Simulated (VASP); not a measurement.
**TaN: single point with PBE**

TaN:

```
Ta N
1.0
     0.00000    2.18144    2.18144
     2.18144    0.00000    2.18144
     2.18144    2.18144    0.00000
Ta N
1 1
Cartesian
  2.1814 2.1814 2.1814
  0.0000 0.0000 0.0000
```

```
Program             : VASP 6.6.1
Task                : single point
Functional          : PBE
Potentials or basis : VASP PAW PBE potentials, release 64 (Ta_pv, N)
Cutoff              : 520 eV
k mesh              : 10 × 10 × 10
Occupations         : fermi-dirac, width 0.05 eV
Spin                : no spin polarisation
```

```
Pressure               : 14.1 GPa
Band gap on the k mesh : zero (band 8 reaches 11.79 eV, above the bottom of band 9 at 7.64 eV)
```

Levels at points of the mesh, in eV from the Fermi level:
```
           k point  band 6  band 7  band 8  band 9  band 10  band 11
(0.00, 0.00, 0.00)   -3.91   -3.91   -2.20   -2.20    -2.20     0.04
(0.50, 0.00, 0.00)   -7.78   -7.78    1.94    1.94     2.04     3.88
(0.50, 0.50, 0.00)   -5.66   -4.71   -4.71    2.16     3.65     3.65
```

It took 8.1 s on 1 thread of Intel(R) Xeon(R) Platinum 8488C (Sapphire Rapids), on a shared host, peak memory 0.15 GiB.

Caveat: spin-orbit coupling is left out, which moves the levels of the heavy elements.
